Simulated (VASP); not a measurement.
# Al3H2 (P2/m) in VASP: relaxation of cell and atoms with PBE

Aim: the relaxation of cell and atoms of Al3H2 with PBE.

All numbers are computed with VASP 6.6.1; they aren't measurements. Logs are shortened: lines on timing, memory, paths and dates and some standing lists are left out, and cuts for length are marked.

## (1) The cell of the first run

The structure is monoclinic, space group P2/m (No. 10). Conventional cell: a = 2.887 Å, b = 5.655 Å, c = 3.990 Å, α = 90.00°, β = 95.30°, γ = 90.00°. Al (site symmetry 2) has 2 H at 1.76 Å within 2.3 Å. Within 3.7 Å of Al (site symmetry 2/m) lie 10 Al at 2.78 to 2.96 Å and 8 H at 3.22 to 3.37 Å. H (site symmetry m) has 2 Al at 1.76 Å and 2 H at 1.77 to 2.23 Å within 2.3 Å.

The cell was generated, and may not be a known phase.

## (2) Relaxation of cell and atoms, PBE

Input file INCAR:

```
SYSTEM = Al3H2
PREC     = Accurate       ! precision mode
ENCUT    = 600            ! plane-wave cutoff, eV
EDIFF    = 1E-6           ! SCF threshold, eV
ISMEAR   = 0              ! smearing method
SIGMA    = 0.1            ! smearing width, eV
LREAL    = .FALSE.        ! projectors in reciprocal space
LASPH    = .TRUE.         ! aspherical terms in the spheres
NELM     = 80             ! most SCF steps
ALGO     = Normal         ! electronic algorithm
ISIF     = 3              ! what is computed and relaxed
LWAVE    = .FALSE.        ! write WAVECAR
LCHARG   = .FALSE.        ! write CHGCAR
GGA      = PE             ! functional
IBRION   = 2              ! ionic algorithm
NSW      = 100            ! ionic steps
EDIFFG   = -0.01          ! ionic threshold
```

Input file KPOINTS:

```
Automatic mesh
0
G
  10 6 8
  0 0 0
```

Input file POSCAR:

```
Al3H2
1.0
    2.8867110282      0.0000000000      0.0000000000
    0.0000000000      5.6550990960      0.0000000000
   -0.3685350148      0.0000000000      3.9732140464
Al H
3 2
Direct
    0.5000000000      0.2604455932      0.5000000000
    0.5000000000      0.7395544068      0.5000000000
    0.0000000000      0.0000000000      0.0000000000
    0.5304258295      0.5000000000      0.7809924006
    0.4695741705      0.5000000000      0.2190075994
```

Potentials or basis: VASP PAW PBE potentials, release 64 (Al, H).

Launch:

```bash
cat potpaw_PBE.64/Al/POTCAR potpaw_PBE.64/H/POTCAR > POTCAR
mpirun -np 1 vasp_std > vasp.out
```

OUTCAR:

```text
SYSTEM = Al3H2
   PREC = Accurate
   ENCUT = 600
   EDIFF = 1E-6
   ISMEAR = 0
   LREAL = .FALSE.
   LASPH = .TRUE.
   NELM = 80
   ISIF = 3
   GGA = PE
   IBRION = 2
   NSW = 100
   EDIFFG = -0.01

 ion  position               nearest neighbor table
   1  0.500  0.260  0.500-   4 1.76   5 1.76   2 2.71   3 2.78   3 2.78   2 2.95   3 2.96   3 2.96

   2  0.500  0.740  0.500-   4 1.76   5 1.76   1 2.71   3 2.78   3 2.78   1 2.95   3 2.96   3 2.96

   3  0.000  0.000  0.000-   1 2.78   1 2.78   2 2.78   2 2.78   1 2.96   1 2.96   2 2.96   2 2.96

   4  0.530  0.500  0.781-   2 1.76   1 1.76
   5  0.470  0.500  0.219-   2 1.76   1 1.76

  LATTYP: Found a simple monoclinic cell.
 ALAT       =     2.8867110282
 B/A-ratio  =     1.9590111517
 C/A-ratio  =     1.3822890876
 COS(beta)  =    -0.0923584351

  Lattice vectors:

 A1 = (   2.8867110282,   0.0000000000,   0.0000000000)
 A2 = (   0.0000000000,   5.6550990960,   0.0000000000)
 A3 = (  -0.3685350148,   0.0000000000,   3.9732140464)

Analysis of symmetry for initial positions (statically):
=====================================================================
 Subroutine PRICEL returns:
 Original cell was already a primitive cell.

 Routine SETGRP: Setting up the symmetry group for a
 simple monoclinic supercell.

 Subroutine GETGRP returns: Found  4 space group operations
 (whereof  4 operations were pure point group operations)
 out of a pool of  4 trial point group operations.

The static configuration has the point symmetry C_2h.

Analysis of symmetry for dynamics (positions and initial velocities):
=====================================================================
 Subroutine PRICEL returns:
 Original cell was already a primitive cell.

 Routine SETGRP: Setting up the symmetry group for a
 simple monoclinic supercell.

 Subroutine GETGRP returns: Found  4 space group operations
 (whereof  4 operations were pure point group operations)
 out of a pool of  4 trial point group operations.

The dynamic configuration has the point symmetry C_2h.

 Subroutine INISYM returns: Found  4 space group operations
 (whereof  4 operations are pure point group operations),
 and found     1 'primitive' translations

----------------------------------------------------------------------------------------

                                     Primitive cell

  volume of cell :      64.8613

  direct lattice vectors                    reciprocal lattice vectors
     2.886711028  0.000000000  0.000000000     0.346415000  0.000000000  0.032131684
     0.000000000  5.655099096  0.000000000     0.000000000  0.176831561  0.000000000
    -0.368535015  0.000000000  3.973214046     0.000000000  0.000000000  0.251685408

  length of vectors
     2.886711028  5.655099096  3.990269153     0.347901994  0.176831561  0.251685408

  position of ions in fractional coordinates (direct lattice)
     0.500000000  0.260445593  0.500000000
     0.500000000  0.739554407  0.500000000
     0.000000000  0.000000000  0.000000000
     0.530425829  0.500000000  0.780992401
     0.469574171  0.500000000  0.219007599

  ion indices of the primitive-cell ions
   primitive index   ion index
                 1           1
                 2           2
                 3           3
                 4           4
                 5           5

----------------------------------------------------------------------------------------

 KPOINTS: Automatic mesh

Automatic generation of k-mesh.
 Grid dimensions read from file:
 generate k-points for:   10    6    8

 Generating k-lattice:

  Cartesian coordinates                     Fractional coordinates (reciprocal lattice)
     0.034641500  0.000000000  0.003213168     0.100000000  0.000000000  0.000000000
     0.000000000  0.029471927  0.000000000     0.000000000  0.166666667  0.000000000
     0.000000000  0.000000000  0.031460676     0.000000000  0.000000000  0.125000000

  Length of vectors
     0.034790199  0.029471927  0.031460676

  Shift w.r.t. Gamma in fractional coordinates (k-lattice)
     0.000000000  0.000000000  0.000000000

 Subroutine IBZKPT returns following result:
 ===========================================

 Found    168 irreducible k-points:

 Following reciprocal coordinates:
            Coordinates               Weight
  0.000000  0.000000  0.000000      1.000000
  0.100000  0.000000  0.000000      2.000000
  0.200000  0.000000  0.000000      2.000000
  0.300000  0.000000  0.000000      2.000000
  0.400000  0.000000  0.000000      2.000000
  0.500000  0.000000  0.000000      1.000000
[... 16 lines left out ...]
  0.400000  0.500000  0.000000      2.000000
  0.500000  0.500000  0.000000      1.000000
 [... further k-points ...]
   k-points           NKPTS =    168   k-points in BZ     NKDIM =    168   number of bands    NBANDS=      9
   number of dos      NEDOS =    301   number of ions     NIONS =      5
   total plane-waves  NPLWV =  36864
   dimension x,y,z NGX =    24 NGY =   48 NGZ =   32
   dimension x,y,z NGXF=    48 NGYF=   96 NGZF=   64
   ions per type =               3   2
   NGX,Y,Z   is equivalent  to a cutoff of  13.82, 14.11, 13.33 a.u.
   NGXF,Y,Z  is equivalent  to a cutoff of  27.64, 28.22, 26.66 a.u.
 SYSTEM =  Al3H2
   PREC   = accura    normal or accurate (medium, high low for compatibility)
   ISTART =      0    job   : 0-new  1-cont  2-samecut
   ICHARG =      2    charge: 1-file 2-atom 10-const
   ISPIN  =      1    spin polarized calculation?
   LNONCOLLINEAR =      F non collinear calculations
   LSORBIT =      F    spin-orbit coupling
   LASPH  =      T    aspherical Exc in radial PAW
   ENCUT  =  600.0 eV  44.10 Ry    6.64 a.u.   5.77 11.29  7.97*2*pi/ulx,y,z
   NELM   =     80;   NELMIN=  2; NELMDL= -5     # of ELM steps
   EDIFF  = 0.1E-05   stopping-criterion for ELM
   LREAL  =      F    real-space projection
   EDIFFG = -.1E-01   stopping-criterion for IOM
   NSW    =    100    number of steps for IOM
   IBRION =      2    ionic relax: 0-MD 1-quasi-New 2-CG
   NFREE  =      1    steps in history (QN), initial steepest desc. (CG)
   ISIF   =      3    stress and relaxation
   ISYM   =      2    0-nonsym 1-usesym 2-fastsym
   POTIM  = 0.5000    time-step for ionic-motion
   TEBEG  =    0.0;   TEEND  =   0.0 temperature during run
   PSTRESS=    0.0 pullay stress
   NELECT =      11.0000    total number of electrons
   NUPDOWN=      -1.0000    fix difference up-down
   EMIN   =  10.00;   EMAX   =-10.00  energy-range for DOS
   EFERMI =   0.00;   METHOD = LEGACY
   ISMEAR =     0;   SIGMA  =   0.10  broadening in eV -4-tet -1-fermi 0-gaus
   EFERMI_NEDOS =   21; number of points for ismear=-14 and -15
   IALGO  =     38    algorithm
   IMIX   =      4    mixing-type and parameters
     AMIX     =   0.40;   BMIX     =  1.00
     AMIX_MAG =   1.60;   BMIX_MAG =  1.00
  volume/ion in A,a.u.               =      12.97        87.54
  Fermi-wavevector in a.u.,A,eV,Ry     =   0.906172  1.712416 11.172389  0.821147
  Thomas-Fermi vector in A             =   2.029828
   LORBIT       =      0    0 simple, 1 ext, 2 COOP (PROOUT), +10 PAW based schemes
   GGA     = PE    functional components
   LHFCALC =     F    Hartree Fock is set to
   AEXX    =    0.0000 exact exchange contribution
   IVDW    =     0    specifies the selected vdW correction
   LEPSILON=     F    determine dielectric tensor
   LRPA    =     F    only Hartree local field effects (RPA)
 conjugate gradient relaxation of ions
 non-spin polarized calculation
 Gauss-broadening in eV      SIGMA  =   0.10
  energy-cutoff  :      600.00
  volume of cell :       64.86
 maximum number of plane-waves:      2186
   NGX = 11   NGY = 23   NGZ = 15

--------------------------------------- Ionic step        1  -------------------------------------------

 number of electron      11.0000001 magnetization

 Free energy of the ion-electron system (eV)
  ---------------------------------------------------
  ext. energy  EPLUGINS =         0.00000000
  ---------------------------------------------------
  free energy    TOTEN  =       -17.04656194 eV

  energy without entropy =      -17.04154775  energy(sigma->0) =      -17.04405485

------------------------ aborting loop because EDIFF is reached ----------------------------------------

  FORCE on cell =-STRESS in cart. coord.  units (eV):
  Direction    XX          YY          ZZ          XY          YZ          ZX
  --------------------------------------------------------------------------------------
  -------------------------------------------------------------------------------------
  Total       -0.7232462      0.3336121      0.5890246      0.0000000      0.0000000      0.5132309
  in kB      -17.8653381      8.2407537     14.5498493      0.0000000      0.0000000     12.6776244
  external PRESSURE =       1.6417550 kB  Pullay stress =       0.0000000 kB
[... 98 lines left out ...]
  FREE ENERGIE OF THE ION-ELECTRON SYSTEM (eV)
  ---------------------------------------------------
  free  energy   TOTEN  =       -17.0684261813 eV

  energy  without entropy=      -17.0639258559  energy(sigma->0) =      -17.06617602

[... ionic steps 4 to 27 ...]

--------------------------------------- Ionic step       28  -------------------------------------------

 number of electron      10.9999999 magnetization

------------------------ aborting loop because EDIFF is reached ----------------------------------------
[... 73 lines left out ...]
--------------------------------------- Ionic step       30  -------------------------------------------

 number of electron      10.9999999 magnetization

 Free energy of the ion-electron system (eV)
  ---------------------------------------------------
  ext. energy  EPLUGINS =         0.00000000
  ---------------------------------------------------
  free energy    TOTEN  =       -17.07607948 eV

  energy without entropy =      -17.07144092  energy(sigma->0) =      -17.07376020

 E-fermi :   5.5868     XC(G=0):  -9.4985

 val. band max:        5.5674733454   @ k =  -0.3000   0.5000   0.2500
 cond. band min:       5.5925724411   @ k =   0.5000   0.1667   0.2500
 fundamental gap:      0.0250990958
 Fermi energy:         5.5867949321

 k-point     1 :       0.0000    0.0000    0.0000
  band No.  band energies     occupation
      1      -5.0783      2.00000
      2      -1.4878      2.00000
      3       0.2399      2.00000
      4       2.2003      2.00000
      5       5.2799      1.99999
      6       5.6898      0.14532
      7       8.0048      0.00000
      8       9.6919      0.00000
      9       9.8276      0.00000
[... 265 lines left out ...]
 k-point    24 :       0.5000    0.5000    0.0000
  band No.  band energies     occupation
      1      -1.6598      2.00000
      2       0.5608      2.00000
      3       0.9902      2.00000
      4       2.6137      2.00000
      5       4.1704      2.00000
      6       7.9799      0.00000
      7       8.3885      0.00000
      8       8.7443      0.00000
      9       9.7251      0.00000

 [... further k-points ...]

------------------------ aborting loop because EDIFF is reached ----------------------------------------

  FORCE on cell =-STRESS in cart. coord.  units (eV):
  Direction    XX          YY          ZZ          XY          YZ          ZX
  --------------------------------------------------------------------------------------
  -------------------------------------------------------------------------------------
  Total        0.0071490     -0.0006120      0.0018195      0.0000000      0.0000000     -0.0041226
  in kB        0.1768066     -0.0151349      0.0449987      0.0000000      0.0000000     -0.1019581
  external PRESSURE =       0.0688902 kB  Pullay stress =       0.0000000 kB
[... 20 lines left out ...]
  FREE ENERGIE OF THE ION-ELECTRON SYSTEM (eV)
  ---------------------------------------------------
  free  energy   TOTEN  =       -17.0760794803 eV

  energy  without entropy=      -17.0714409185  energy(sigma->0) =      -17.07376020

 reached required accuracy - stopping structural energy minimisation
```

It took 13 min on 1 thread of Intel Xeon Platinum 8375C at 2.90GHz (Ice Lake), shared host; peak memory 0.27 GiB.

Results:

```yaml
Free_energy: -17.0761 eV
Relaxed_volume: 12.96 Å³/atom
Relaxed_cell: a = 2.813 Å, b = 5.696 Å, c = 4.044 Å, α = 90.00°, β = 90.02°, γ = 90.00°
Space_group_after_relaxing_to_0.1_Å: Pmmm (No. 47)
Energy_gained_by_relaxing: 5.9 meV/atom
Ionic_steps: 30
Pressure_after_relaxing: 0.0 GPa
Band_gap_on_the_k_mesh: zero (an odd number of electrons rules out a gap without spin polarisation)
```

The path:
```tsv
step	energy change (eV)	largest force (eV/Å)	pressure (GPa)	volume (Å³)
1	0.0000	0.0640	0.16	64.86
2	-0.0117	0.0560	-0.14	64.98
3	-0.0219	0.1124	-0.54	65.19
4	-0.0224	0.1255	-0.61	65.24
5	-0.0252	0.0928	0.29	64.59
6	-0.0253	0.0761	0.18	64.67
7	-0.0266	0.0294	0.16	64.70
8	-0.0272	0.0313	0.14	64.72
9	-0.0277	0.0219	-0.07	64.93
10	-0.0278	0.0192	-0.18	65.03
11	-0.0282	0.0187	-0.08	64.93
12	-0.0284	0.0302	0.02	64.82
13	-0.0285	0.0316	-0.04	64.79
14	-0.0286	0.0146	-0.02	64.80
15	-0.0287	0.0137	0.02	64.76
16	-0.0288	0.0129	0.11	64.65
17	-0.0289	0.0114	0.08	64.68
18	-0.0290	0.0128	-0.03	64.77
19	-0.0290	0.0139	-0.04	64.78
20	-0.0290	0.0131	-0.04	64.78
21	-0.0291	0.0111	0.00	64.75
22	-0.0293	0.0099	0.07	64.70
23	-0.0292	0.0197	0.20	64.60
24	-0.0293	0.0126	0.11	64.67
25	-0.0293	0.0082	0.09	64.68
26	-0.0294	0.0084	0.05	64.72
27	-0.0294	0.0317	-0.04	64.79
28	-0.0295	0.0182	0.00	64.75
29	-0.0295	0.0141	0.01	64.76
30	-0.0295	0.0007	0.01	64.78
```

Final structure:
```
Al H
1.0
     2.80979    0.00000    0.12533
     0.00000    5.69558    0.00000
    -0.18156    0.00000    4.03996
Al H
3 2
Direct
  0.50000 0.26197 0.50000
  0.50000 0.73803 0.50000
  0.00000 0.00000 0.00000
  0.50105 0.50000 0.77649
  0.49895 0.50000 0.22351
```

The gap in the log of VASP goes by the Fermi energy; the results here count the filled bands.